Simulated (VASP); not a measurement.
# TaAs (Fm-3m) in VASP: further runs

TaAs is run at these levels: r2SCAN; tasks: single point.

Program: VASP 6.6.1. These are calculated values, not measurements. Logs are shortened: lines on timing, memory, paths and dates and some standing lists are left out, and cuts for length are marked.

### 1 The cell of the first run

Symmetry: Fm-3m, No. 225, cubic system. The conventional cell has a = 5.168 Å, b = 5.168 Å, c = 5.168 Å, α = 90.00°, β = 90.00°, γ = 90.00°. Within 3.4 Å of Ta (site symmetry m-3m) lie 6 As at 2.58 Å. As (site symmetry m-3m) has 6 Ta at 2.58 Å within 3.4 Å.

### 2 Single point, r2SCAN (17.25 Å³/atom)

POSCAR

```
TaAs
1.0
    0.0000000000      2.5838812330      2.5838812330
    2.5838812330      0.0000000000      2.5838812330
    2.5838812330      2.5838812330      0.0000000000
Ta As
1 1
Direct
    0.5000000000      0.5000000000      0.5000000000
    0.0000000000      0.0000000000      0.0000000000
```

INCAR.step1

```
SYSTEM = TaAs
PREC     = Accurate       ! precision mode
ENCUT    = 520            ! plane-wave cutoff, eV
ISMEAR   = 0              ! smearing method
SIGMA    = 0.05           ! smearing width, eV
LREAL    = .FALSE.        ! projectors in reciprocal space
LASPH    = .TRUE.         ! aspherical terms in the spheres
NELM     = 60             ! most SCF steps
NBANDS   = 15             ! bands
GGA      = PE             ! functional
ALGO     = Normal         ! electronic algorithm
EDIFF    = 1E-4           ! SCF threshold, eV
LWAVE    = .TRUE.         ! write WAVECAR
LCHARG   = .FALSE.        ! write CHGCAR
```

INCAR.step2

```
SYSTEM = TaAs
PREC     = Accurate       ! precision mode
ENCUT    = 520            ! plane-wave cutoff, eV
EDIFF    = 1E-6           ! SCF threshold, eV
ISMEAR   = 0              ! smearing method
SIGMA    = 0.05           ! smearing width, eV
LREAL    = .FALSE.        ! projectors in reciprocal space
LASPH    = .TRUE.         ! aspherical terms in the spheres
NELM     = 60             ! most SCF steps
ALGO     = Normal         ! electronic algorithm
ISIF     = 2              ! what is computed and relaxed
LWAVE    = .FALSE.        ! write WAVECAR
LCHARG   = .FALSE.        ! write CHGCAR
METAGGA  = R2SCAN         ! meta-GGA
LMIXTAU  = .TRUE.       
NBANDS   = 15             ! bands
ISTART   = 1
```

KPOINTS

```
Automatic mesh
0
G
  12 12 12
  0 0 0
```

Potentials or basis: VASP PAW PBE potentials, release 64 (Ta_pv, As).

Started as:

```bash
> cat potpaw_PBE.64/Ta_pv/POTCAR potpaw_PBE.64/As/POTCAR > POTCAR
> cp INCAR.step1 INCAR
> mpirun -np 1 vasp_std > vasp.out
> cp INCAR.step2 INCAR
> mpirun -np 1 vasp_std > vasp.out
```

OUTCAR:

```text
SYSTEM = TaAs
   PREC = Accurate
   ENCUT = 520
   EDIFF = 1E-6
   ISMEAR = 0
   LREAL = .FALSE.
   LASPH = .TRUE.
   NELM = 60
   ISIF = 2
   METAGGA = R2SCAN
   ISTART = 1

 ion  position               nearest neighbor table
   1  0.500  0.500  0.500-   2 2.58   2 2.58   2 2.58   2 2.58   2 2.58   2 2.58
   2  0.000  0.000  0.000-   1 2.58   1 2.58   1 2.58   1 2.58   1 2.58   1 2.58

  LATTYP: Found a face centered cubic cell.
 ALAT       =     5.1677624660

  Lattice vectors:

 A1 = (   0.0000000000,   2.5838812330,   2.5838812330)
 A2 = (   2.5838812330,   0.0000000000,   2.5838812330)
 A3 = (   2.5838812330,   2.5838812330,   0.0000000000)

Analysis of symmetry for initial positions (statically):
=====================================================================
 Subroutine PRICEL returns:
 Original cell was already a primitive cell.

 Routine SETGRP: Setting up the symmetry group for a
 face centered cubic supercell.

 Subroutine GETGRP returns: Found 48 space group operations
 (whereof 48 operations were pure point group operations)
 out of a pool of 48 trial point group operations.

The static configuration has the point symmetry O_h .

Analysis of symmetry for dynamics (positions and initial velocities):
=====================================================================
 Subroutine PRICEL returns:
 Original cell was already a primitive cell.

 Routine SETGRP: Setting up the symmetry group for a
 face centered cubic supercell.

 Subroutine GETGRP returns: Found 48 space group operations
 (whereof 48 operations were pure point group operations)
 out of a pool of 48 trial point group operations.

The dynamic configuration has the point symmetry O_h .

 Subroutine INISYM returns: Found 48 space group operations
 (whereof 48 operations are pure point group operations),
 and found     1 'primitive' translations

----------------------------------------------------------------------------------------

                                     Primitive cell

  volume of cell :      34.5023

  direct lattice vectors                    reciprocal lattice vectors
     0.000000000  2.583881233  2.583881233    -0.193507346  0.193507346  0.193507346
     2.583881233  0.000000000  2.583881233     0.193507346 -0.193507346  0.193507346
     2.583881233  2.583881233  0.000000000     0.193507346  0.193507346 -0.193507346

  length of vectors
     3.654159883  3.654159883  3.654159883     0.335164555  0.335164555  0.335164555

  position of ions in fractional coordinates (direct lattice)
[... 90 lines left out ...]
   NELECT =      16.0000    total number of electrons
   NUPDOWN=      -1.0000    fix difference up-down
   EMIN   =  10.00;   EMAX   =-10.00  energy-range for DOS
   EFERMI =   0.00;   METHOD = LEGACY
   ISMEAR =     0;   SIGMA  =   0.05  broadening in eV -4-tet -1-fermi 0-gaus
   EFERMI_NEDOS =   21; number of points for ismear=-14 and -15
   IALGO  =     38    algorithm
   IMIX   =      4    mixing-type and parameters
     AMIX     =   0.40;   BMIX     =  1.00
     AMIX_MAG =   1.60;   BMIX_MAG =  1.00
  volume/ion in A,a.u.               =      17.25       116.42
  Fermi-wavevector in a.u.,A,eV,Ry     =   1.267162  2.394590 21.846882  1.605701
  Thomas-Fermi vector in A             =   2.400325
   LORBIT       =      0    0 simple, 1 ext, 2 COOP (PROOUT), +10 PAW based schemes
   METAGGA = R2SCAN    functional components
   LHFCALC =     F    Hartree Fock is set to
   AEXX    =    0.0000 exact exchange contribution
   IVDW    =     0    specifies the selected vdW correction
   LEPSILON=     F    determine dielectric tensor
   LRPA    =     F    only Hartree local field effects (RPA)
 non-spin polarized calculation
 Gauss-broadening in eV      SIGMA  =   0.05
  energy-cutoff  :      520.00
  volume of cell :       34.50
 maximum number of plane-waves:       950
   NGX = 13   NGY = 13   NGZ = 13

 number of electron      16.0000002 magnetization

 Free energy of the ion-electron system (eV)
  ---------------------------------------------------
  ext. energy  EPLUGINS =         0.00000000
  ---------------------------------------------------
  free energy    TOTEN  =       -63.30366530 eV

  energy without entropy =      -63.30100459  energy(sigma->0) =      -63.30233495

 E-fermi :   7.8235     XC(G=0): -12.6985

 val. band max:        7.8110111477   @ k =   0.3333   0.1667   0.0833
 cond. band min:       7.8281629421   @ k =  -0.3333   0.0833   0.0000
 fundamental gap:      0.0171517944
 Fermi energy:         7.8234594421

 k-point     1 :       0.0000    0.0000    0.0000
  band No.  band energies     occupation
      1     -29.0243      2.00000
      2     -29.0243      2.00000
      3     -29.0243      2.00000
      4      -7.5862      2.00000
      5       5.9986      2.00000
      6       5.9986      2.00000
      7       5.9986      2.00000
      8       6.7570      2.00000
      9       6.7570      2.00000
     10       7.2137      2.00000
     11       7.2137      2.00000
     12       7.2137      2.00000
     13      12.7933      0.00000
     14      15.9190      0.00000
[... 401 lines left out ...]
      2     -29.0701      2.00000
      3     -29.0445      2.00000
      4      -4.7624      2.00000
      5      -0.2312      2.00000
      6       2.4213      2.00000
      7       2.7260      2.00000
      8       8.3657      0.00000
      9       8.6005      0.00000
     10       8.9933      0.00000
     11      12.0155      0.00000
     12      12.9083      0.00000
     13      13.6155      0.00000
     14      17.0707      0.00000
     15      17.6844      0.00000

 [... further k-points ...]

------------------------ aborting loop because EDIFF is reached ----------------------------------------

  FORCE on cell =-STRESS in cart. coord.  units (eV):
  Direction    XX          YY          ZZ          XY          YZ          ZX
  --------------------------------------------------------------------------------------
  -------------------------------------------------------------------------------------
  Total        1.7228581      1.7228581      1.7228581      0.0000000     -0.0000000      0.0000000
  in kB       80.0041394     80.0041394     80.0041394      0.0000000     -0.0000000      0.0000000
  external PRESSURE =      80.0041394 kB  Pullay stress =       0.0000000 kB

 VOLUME and BASIS-vectors are now :
 -----------------------------------------------------------------------------
  energy-cutoff  :      520.00
  volume of cell :       34.50
      direct lattice vectors                 reciprocal lattice vectors
     0.000000000  2.583881233  2.583881233    -0.193507346  0.193507346  0.193507346
     2.583881233  0.000000000  2.583881233     0.193507346 -0.193507346  0.193507346
     2.583881233  2.583881233  0.000000000     0.193507346  0.193507346 -0.193507346

 POSITION                                       TOTAL-FORCE (eV/Angst)
 -----------------------------------------------------------------------------------
      2.58388      2.58388      2.58388         0.000000      0.000000     -0.000000
      0.00000      0.00000      0.00000        -0.000000      0.000000      0.000000
 -----------------------------------------------------------------------------------
    total drift:                                0.000000      0.000000      0.000000

  FREE ENERGIE OF THE ION-ELECTRON SYSTEM (eV)
  ---------------------------------------------------
  free  energy   TOTEN  =       -63.3036653045 eV

  energy  without entropy=      -63.3010045947  energy(sigma->0) =      -63.30233495
```

OUTCAR.step1:

```text
SYSTEM = TaAs
   PREC = Accurate
   ENCUT = 520
   ISMEAR = 0
   LREAL = .FALSE.
   LASPH = .TRUE.
[... 653 lines left out ...]
      2.58388      2.58388      2.58388         0.000000     -0.000000      0.000000
      0.00000      0.00000      0.00000        -0.000000      0.000000     -0.000000
 -----------------------------------------------------------------------------------
    total drift:                                0.000000      0.000000      0.000000

  FREE ENERGIE OF THE ION-ELECTRON SYSTEM (eV)
  ---------------------------------------------------
  free  energy   TOTEN  =       -16.3496152583 eV

  energy  without entropy=      -16.3469316698  energy(sigma->0) =      -16.34827346
```

OSZICAR.step1:

```text
N       E                     dE             d eps       ncg     rms          rms(c)
DAV:   1     0.886375424938E+02    0.88638E+02   -0.85594E+03  2160   0.103E+03
DAV:   2    -0.149443676809E+02   -0.10358E+03   -0.98444E+02  2741   0.265E+02
DAV:   3    -0.173014229225E+02   -0.23571E+01   -0.23422E+01  2692   0.354E+01
DAV:   4    -0.173131696773E+02   -0.11747E-01   -0.11745E-01  2559   0.277E+00
DAV:   5    -0.173132602368E+02   -0.90560E-04   -0.90559E-04  2706   0.231E-01    0.148E+01
DAV:   6    -0.163834682378E+02    0.92979E+00   -0.14155E+00  2454   0.105E+01    0.612E+00
DAV:   7    -0.163561425133E+02    0.27326E-01   -0.12634E-01  2664   0.267E+00    0.256E+00
DAV:   8    -0.163497854765E+02    0.63570E-02   -0.99390E-03  2307   0.651E-01    0.204E-01
DAV:   9    -0.163495999069E+02    0.18557E-03   -0.71280E-04  2454   0.203E-01    0.994E-02
DAV:  10    -0.163496152583E+02   -0.15351E-04   -0.10496E-04  1451   0.102E-01
   1 F= -.16349615E+02 E0= -.16348273E+02  d E =-.268359E-02
```

It took 58 s on 1 thread of Intel Xeon 6975P-C (Granite Rapids), shared host; peak memory 0.19 GiB.

Results:

```
Free energy            : -63.3037 eV
Pressure               : 8.0 GPa
Band gap on the k mesh : zero (bands 8 and 9 overlap by 2.51 eV)
```

Caveat: the cell stands under pressure; the PAW data sets were made with another functional, which shifts forces and pressure a little; spin-orbit coupling is left out, which moves the levels of the heavy elements.

### 3 Single point, r2SCAN (17.61 Å³/atom)

This run uses another cell than the first one, of 17.61 Å³/atom.

POSCAR

```
TaAs
1.0
    0.0000000000      2.6017016667      2.6017016667
    2.6017016667      0.0000000000      2.6017016667
    2.6017016667      2.6017016667      0.0000000000
Ta As
1 1
Direct
    0.5000000000      0.5000000000      0.5000000000
    0.0000000000      0.0000000000      0.0000000000
```

INCAR.step1

```
SYSTEM = TaAs
PREC = Accurate ; ENCUT = 520
ISMEAR = 0 ; SIGMA = 0.05
LREAL = .FALSE. ; LASPH = .TRUE.
NELM = 100 ; NBANDS = 15
GGA = PE ; ALGO = Normal
EDIFF = 1E-4 ; LWAVE = .TRUE.
LCHARG = .FALSE.
```

INCAR.step2

```
SYSTEM = TaAs
PREC = Accurate ; ENCUT = 520
EDIFF = 1E-6 ; ISMEAR = 0
SIGMA = 0.05 ; LREAL = .FALSE.
LASPH = .TRUE. ; NELM = 100
ALGO = Normal ; ISIF = 2
LWAVE = .FALSE. ; LCHARG = .FALSE.
METAGGA = R2SCAN ; LMIXTAU = .TRUE.
NBANDS = 15 ; ISTART = 1
```

KPOINTS

```
regular mesh
0
G
  12 12 12
  0 0 0
```

Potentials or basis: VASP PAW PBE potentials, release 64 (Ta_pv, As).

Started as:

```bash
> cat potpaw_PBE.64/Ta_pv/POTCAR potpaw_PBE.64/As/POTCAR > POTCAR
> cp INCAR.step1 INCAR
> mpirun -np 1 vasp_std > vasp.out
> cp INCAR.step2 INCAR
> mpirun -np 1 vasp_std > vasp.out
```

It took 64 s on 1 thread of Intel Xeon 6975P-C (Granite Rapids), shared host; peak memory 0.19 GiB.

It converged, with:

```yaml
Free_energy: -63.3306 eV
Pressure: 4.0 GPa
Band_gap_on_the_k_mesh: zero (bands 8 and 9 overlap by 2.44 eV)
```

Levels at points of the mesh, in eV from the Fermi level:
```
           k point  band 4  band 5  band 6  band 7  band 8  band 9  band 10  band 11  band 12  band 13
(0.00, 0.00, 0.00)  -15.25   -1.76   -1.76   -1.76   -1.04   -1.04    -0.63    -0.63    -0.63     4.73
(0.50, 0.00, 0.00)  -12.40   -8.50   -5.20   -5.20    0.94    0.94     1.55     3.15     6.63     6.63
(0.50, 0.50, 0.00)  -13.20   -6.03   -3.79   -2.83   -2.83    0.17     1.34     1.82     1.82     4.65
```

Caveat: the cell stands under pressure; the PAW data sets were made with another functional, which shifts forces and pressure a little; spin-orbit coupling is left out, which moves the levels of the heavy elements.

(Continued in part 2 of 2.)
